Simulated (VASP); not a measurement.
# Ge (P6_3mc) in VASP: a series of runs

Aim: see how the results for Ge move with the level of theory and the settings. Levels: PBEsol, r2SCAN. Tasks: single point.

Everything below comes from runs of VASP 6.6.1. Logs are shortened: lines on timing, memory, paths and dates and some standing lists are left out, and cuts for length are marked.

## Step 1: The cell of the first run

It takes space group P6_3mc (No. 186, hexagonal). Conventional cell: a = 4.050 Å, b = 4.050 Å, c = 10.993 Å, α = 90.00°, β = 90.00°, γ = 120.00°. Within 3.2 Å of Ge (site symmetry 3m) lie 3 Ge at 2.44 Å. Within 3.2 Å of Ge (site symmetry 3m) lie 3 Ge at 2.44 Å.

## Step 2: Single point, PBEsol

The input, INCAR:

```
SYSTEM = Ge
  PREC = Accurate
  ENCUT = 520
  EDIFF = 1E-6
  ISMEAR = -1
  SIGMA = 0.05
  LREAL = .FALSE.
  LASPH = .TRUE.
  NELM = 60
  ALGO = Normal
  ISIF = 2
  LWAVE = .FALSE.
  LCHARG = .FALSE.
  GGA = PS
  NBANDS = 36
```

The input, KPOINTS:

```
regular mesh
0
G
  8 8 3
  0 0 0
```

The input, POSCAR:

```
Ge
1.0
    4.0504045371      0.0000000000      0.0000000000
   -2.0252022685      3.5077532247      0.0000000000
    0.0000000000      0.0000000000     10.9933590000
Ge
4
Direct
    0.6666666667      0.3333333333      0.4148480000
    0.3333333333      0.6666666667      0.9148480000
    0.0000000000      0.0000000000      0.4774520000
    0.0000000000      0.0000000000      0.9774520000
```

Potentials or basis: VASP PAW PBE potentials, release 64 (Ge_d).

The run is started by

```bash
> cat potpaw_PBE.64/Ge_d/POTCAR > POTCAR
> mpirun -np 1 vasp_std > vasp.out
```

OUTCAR:

```text
SYSTEM = Ge
   PREC = Accurate
   ENCUT = 520
   EDIFF = 1E-6
   ISMEAR = -1
   LREAL = .FALSE.
   LASPH = .TRUE.
   NELM = 60
   ISIF = 2
   GGA = PS

 ion  position               nearest neighbor table
   1  0.667  0.333  0.415-   3 2.44   3 2.44   3 2.44
   2  0.333  0.667  0.915-   4 2.44   4 2.44   4 2.44
   3  0.000  0.000  0.477-   1 2.44   1 2.44   1 2.44
   4  0.000  0.000  0.977-   2 2.44   2 2.44   2 2.44

  LATTYP: Found a hexagonal cell.
 ALAT       =     4.0504045371
 C/A-ratio  =     2.7141385260

  Lattice vectors:

 A1 = (   4.0504045371,   0.0000000000,   0.0000000000)
 A2 = (  -2.0252022685,   3.5077532247,   0.0000000000)
 A3 = (   0.0000000000,   0.0000000000,  10.9933590000)

Analysis of symmetry for initial positions (statically):
=====================================================================
 Subroutine PRICEL returns:
 Original cell was already a primitive cell.

 Routine SETGRP: Setting up the symmetry group for a
 hexagonal supercell.

 Subroutine GETGRP returns: Found 12 space group operations
 (whereof  6 operations were pure point group operations)
 out of a pool of 24 trial point group operations.

The static configuration has the point symmetry C_3v.
 The point group associated with its full space group is C_6v.

Analysis of symmetry for dynamics (positions and initial velocities):
=====================================================================
 Subroutine PRICEL returns:
 Original cell was already a primitive cell.

 Routine SETGRP: Setting up the symmetry group for a
 hexagonal supercell.

 Subroutine GETGRP returns: Found 12 space group operations
 (whereof  6 operations were pure point group operations)
 out of a pool of 24 trial point group operations.

The dynamic configuration has the point symmetry C_3v.
 The point group associated with its full space group is C_6v.

 Subroutine INISYM returns: Found 12 space group operations
 (whereof  6 operations are pure point group operations),
 and found     1 'primitive' translations

----------------------------------------------------------------------------------------

                                     Primitive cell

  volume of cell :     156.1917

  direct lattice vectors                    reciprocal lattice vectors
     4.050404537  0.000000000  0.000000000     0.246888920  0.142541384  0.000000000
    -2.025202269  3.507753225  0.000000000     0.000000000  0.285082768  0.000000000
     0.000000000  0.000000000 10.993359000     0.000000000  0.000000000  0.090964008

  length of vectors
     4.050404537  4.050404537 10.993359000     0.285082768  0.285082768  0.090964008

  position of ions in fractional coordinates (direct lattice)
     0.666666667  0.333333333  0.414848000
     0.333333333  0.666666667  0.914848000
     0.000000000  0.000000000  0.477452000
     0.000000000  0.000000000  0.977452000

  ion indices of the primitive-cell ions
   primitive index   ion index
                 1           1
                 2           2
                 3           3
                 4           4

----------------------------------------------------------------------------------------

 KPOINTS: regular mesh

Automatic generation of k-mesh.
 Grid dimensions read from file:
 generate k-points for:    8    8    3

 Generating k-lattice:

  Cartesian coordinates                     Fractional coordinates (reciprocal lattice)
     0.030861115  0.017817673  0.000000000     0.125000000  0.000000000  0.000000000
     0.000000000  0.035635346  0.000000000     0.000000000  0.125000000  0.000000000
     0.000000000  0.000000000  0.030321336     0.000000000  0.000000000  0.333333333

  Length of vectors
     0.035635346  0.035635346  0.030321336

  Shift w.r.t. Gamma in fractional coordinates (k-lattice)
     0.000000000  0.000000000  0.000000000

 Subroutine IBZKPT returns following result:
 ===========================================

 Found     20 irreducible k-points:

 Following reciprocal coordinates:
            Coordinates               Weight
  0.000000  0.000000  0.000000      1.000000
  0.125000 -0.000000  0.000000      6.000000
  0.250000 -0.000000  0.000000      6.000000
  0.375000 -0.000000  0.000000      6.000000
  0.500000 -0.000000  0.000000      3.000000
  0.125000  0.125000  0.000000      6.000000
[... 12 lines left out ...]
  0.250000  0.250000  0.333333     12.000000
  0.375000  0.250000  0.333333     12.000000
   k-points           NKPTS =     20   k-points in BZ     NKDIM =     20   number of bands    NBANDS=     36
   number of dos      NEDOS =    301   number of ions     NIONS =      4
   total plane-waves  NPLWV =  75600
   dimension x,y,z NGX =    30 NGY =   30 NGZ =   84
   dimension x,y,z NGXF=    60 NGYF=   60 NGZF=  168
   ions per type =               4
   NGX,Y,Z   is equivalent  to a cutoff of  12.31, 12.31, 12.70 a.u.
   NGXF,Y,Z  is equivalent  to a cutoff of  24.63, 24.63, 25.41 a.u.
 SYSTEM =  Ge
   PREC   = accura    normal or accurate (medium, high low for compatibility)
   ISTART =      0    job   : 0-new  1-cont  2-samecut
   ICHARG =      2    charge: 1-file 2-atom 10-const
   ISPIN  =      1    spin polarized calculation?
   LNONCOLLINEAR =      F non collinear calculations
   LSORBIT =      F    spin-orbit coupling
   LASPH  =      T    aspherical Exc in radial PAW
   ENCUT  =  520.0 eV  38.22 Ry    6.18 a.u.   7.53  7.53 20.44*2*pi/ulx,y,z
   NELM   =     60;   NELMIN=  2; NELMDL= -5     # of ELM steps
   EDIFF  = 0.1E-05   stopping-criterion for ELM
   LREAL  =      F    real-space projection
   EDIFFG = 0.1E-04   stopping-criterion for IOM
   NSW    =      0    number of steps for IOM
   IBRION =     -1    ionic relax: 0-MD 1-quasi-New 2-CG
   NFREE  =      0    steps in history (QN), initial steepest desc. (CG)
   ISIF   =      2    stress and relaxation
   ISYM   =      2    0-nonsym 1-usesym 2-fastsym
   POTIM  = 0.5000    time-step for ionic-motion
   TEBEG  =    0.0;   TEEND  =   0.0 temperature during run
   PSTRESS=    0.0 pullay stress
   NELECT =      56.0000    total number of electrons
   NUPDOWN=      -1.0000    fix difference up-down
   EMIN   =  10.00;   EMAX   =-10.00  energy-range for DOS
   EFERMI =   0.00;   METHOD = LEGACY
   ISMEAR =    -1;   SIGMA  =   0.05  broadening in eV -4-tet -1-fermi 0-gaus
   EFERMI_NEDOS =   21; number of points for ismear=-14 and -15
   IALGO  =     38    algorithm
   IMIX   =      4    mixing-type and parameters
     AMIX     =   0.40;   BMIX     =  1.00
     AMIX_MAG =   1.60;   BMIX_MAG =  1.00
  volume/ion in A,a.u.               =      39.05       263.51
  Fermi-wavevector in a.u.,A,eV,Ry     =   1.163014  2.197778 18.403257  1.352601
  Thomas-Fermi vector in A             =   2.299568
   LORBIT       =      0    0 simple, 1 ext, 2 COOP (PROOUT), +10 PAW based schemes
   GGA     = PS    functional components
   LHFCALC =     F    Hartree Fock is set to
   AEXX    =    0.0000 exact exchange contribution
   IVDW    =     0    specifies the selected vdW correction
   LEPSILON=     F    determine dielectric tensor
   LRPA    =     F    only Hartree local field effects (RPA)
 non-spin polarized calculation
  energy-cutoff  :      520.00
  volume of cell :      156.19
 maximum number of plane-waves:      4233
   NGX = 15   NGY = 15   NGZ = 41

 number of electron      55.9999986 magnetization

 Free energy of the ion-electron system (eV)
  ---------------------------------------------------
  ext. energy  EPLUGINS =         0.00000000
  ---------------------------------------------------
  free energy    TOTEN  =       -17.47291461 eV

  energy without entropy =      -17.47271717  energy(sigma->0) =      -17.47281589

 E-fermi :   0.7229     XC(G=0):  -7.3178

 val. band max:        0.4062529638   @ k =   0.3750   0.2500   0.0000
 cond. band min:       1.0701571086   @ k =   0.0000   0.0000   0.0000
 fundamental gap:      0.6639041447
 Fermi energy:         0.7229323543

 k-point     1 :       0.0000    0.0000    0.0000
  band No.  band energies     occupation
      1     -23.7263      2.00000
      2     -23.7263      2.00000
      3     -23.7263      2.00000
      4     -23.7263      2.00000
      5     -23.6792      2.00000
      6     -23.6791      2.00000
[... 28 lines left out ...]
     35       4.5790      0.00000
     36       4.5790      0.00000

 k-point     2 :       0.1250   -0.0000    0.0000
  band No.  band energies     occupation
      1     -23.7339      2.00000
      2     -23.7339      2.00000
      3     -23.7316      2.00000
      4     -23.7316      2.00000
      5     -23.6933      2.00000
      6     -23.6932      2.00000
[... 28 lines left out ...]
     35       5.1583      0.00000
     36       5.1929      0.00000

 k-point     3 :       0.2500   -0.0000    0.0000
  band No.  band energies     occupation
      1     -23.7437      2.00000
      2     -23.7437      2.00000
      3     -23.7396      2.00000
      4     -23.7396      2.00000
      5     -23.7072      2.00000
      6     -23.7072      2.00000
[... 28 lines left out ...]
     35       6.4321      0.00000
     36       6.5351      0.00000

 k-point     4 :       0.3750   -0.0000    0.0000
  band No.  band energies     occupation
      1     -23.7452      2.00000
      2     -23.7451      2.00000
      3     -23.7441      2.00000
      4     -23.7441      2.00000
      5     -23.7215      2.00000
      6     -23.7214      2.00000
[... 28 lines left out ...]
     35       7.2300      0.00000
     36       7.6145      0.00000

 k-point     5 :       0.5000   -0.0000    0.0000
  band No.  band energies     occupation
      1     -23.7453      2.00000
      2     -23.7453      2.00000
      3     -23.7410      2.00000
      4     -23.7410      2.00000
      5     -23.7308      2.00000
      6     -23.7308      2.00000
[... 499 lines left out ...]
 k-point    18 :       0.3750    0.1250    0.3333
  band No.  band energies     occupation
      1     -23.7547      2.00000
      2     -23.7547      2.00000
      3     -23.7389      2.00000
      4     -23.7389      2.00000
      5     -23.7284      2.00000
      6     -23.7284      2.00000
[... 28 lines left out ...]
     35       6.6301      0.00000
     36       7.4036      0.00000

 k-point    19 :       0.2500    0.2500    0.3333
  band No.  band energies     occupation
      1     -23.7606      2.00000
      2     -23.7606      2.00000
      3     -23.7389      2.00000
      4     -23.7389      2.00000
      5     -23.7267      2.00000
      6     -23.7266      2.00000
[... 28 lines left out ...]
     35       5.8034      0.00000
     36       6.0099      0.00000

 k-point    20 :       0.3750    0.2500    0.3333
  band No.  band energies     occupation
      1     -23.7652      2.00000
      2     -23.7652      2.00000
      3     -23.7356      2.00000
      4     -23.7356      2.00000
      5     -23.7324      2.00000
      6     -23.7324      2.00000
[... 28 lines left out ...]
     35       7.0008      0.00000
     36       7.4017      0.00000

------------------------ aborting loop because EDIFF is reached ----------------------------------------

  FORCE on cell =-STRESS in cart. coord.  units (eV):
  Direction    XX          YY          ZZ          XY          YZ          ZX
  --------------------------------------------------------------------------------------
  -------------------------------------------------------------------------------------
  Total       -2.0734298     -2.0734298     -0.6478762     -0.0000000      0.0000000      0.0000000
  in kB      -21.2687555    -21.2687555     -6.6457612     -0.0000000      0.0000000      0.0000000
  external PRESSURE =     -16.3944241 kB  Pullay stress =       0.0000000 kB

 VOLUME and BASIS-vectors are now :
 -----------------------------------------------------------------------------
  energy-cutoff  :      520.00
  volume of cell :      156.19
      direct lattice vectors                 reciprocal lattice vectors
     4.050404537  0.000000000  0.000000000     0.246888920  0.142541384  0.000000000
    -2.025202269  3.507753225  0.000000000     0.000000000  0.285082768  0.000000000
     0.000000000  0.000000000 10.993359000     0.000000000  0.000000000  0.090964008

 POSITION                                       TOTAL-FORCE (eV/Angst)
 -----------------------------------------------------------------------------------
      2.02520      1.16925      4.56057         0.000000     -0.000000      0.171297
     -0.00000      2.33850     10.05725        -0.000000      0.000000      0.171297
      0.00000      0.00000      5.24880         0.000000      0.000000     -0.171297
      0.00000      0.00000     10.74548        -0.000000     -0.000000     -0.171297
 -----------------------------------------------------------------------------------
    total drift:                               -0.000000     -0.000000      0.001873

  FREE ENERGIE OF THE ION-ELECTRON SYSTEM (eV)
  ---------------------------------------------------
  free  energy   TOTEN  =       -17.4729146117 eV

  energy  without entropy=      -17.4727171742  energy(sigma->0) =      -17.47281589
```

Wall time 2.8 min (1 thread of Intel Xeon Platinum 8259CL at 2.50GHz (Skylake/Cascade Lake), shared host); peak memory 0.29 GiB.

What came out:

```yaml
Free_energy: -17.4729 eV
Pressure: -1.6 GPa
Largest_force: 0.171 eV/Å
Band_gap_on_the_k_mesh: 0.66 eV, indirect (least direct gap 0.68 eV)
```

Forces in eV/Å, atoms in the order of the input:
```
Ge   0.000  0.000  0.171
Ge   0.000  0.000  0.171
Ge   0.000  0.000 -0.171
Ge   0.000  0.000 -0.171
```

Stress tensor (GPa, compression positive):
```
-2.13  0.00  0.00
 0.00 -2.13  0.00
 0.00  0.00 -0.66
```

Levels at points of the mesh, in eV from the valence-band top:
| k point | band 24 | band 25 | band 26 | band 27 | band 28 | band 29 | band 30 | band 31 | band 32 | band 33 |
| --- | --- | --- | --- | --- | --- | --- | --- | --- | --- | --- |
| (0.00, 0.00, 0.00) | -2.98 | -0.15 | -0.15 | -0.14 | -0.14 | 0.66 | 0.85 | 1.97 | 4.09 | 4.14 |
| (0.50, 0.00, 0.00) | -7.06 | -1.67 | -1.65 | -0.95 | -0.77 | 0.91 | 1.13 | 1.86 | 1.93 | 5.32 |

Caveat: the PAW data sets were made with another functional, which shifts forces and pressure a little.

(Continued in part 2 of 2.)
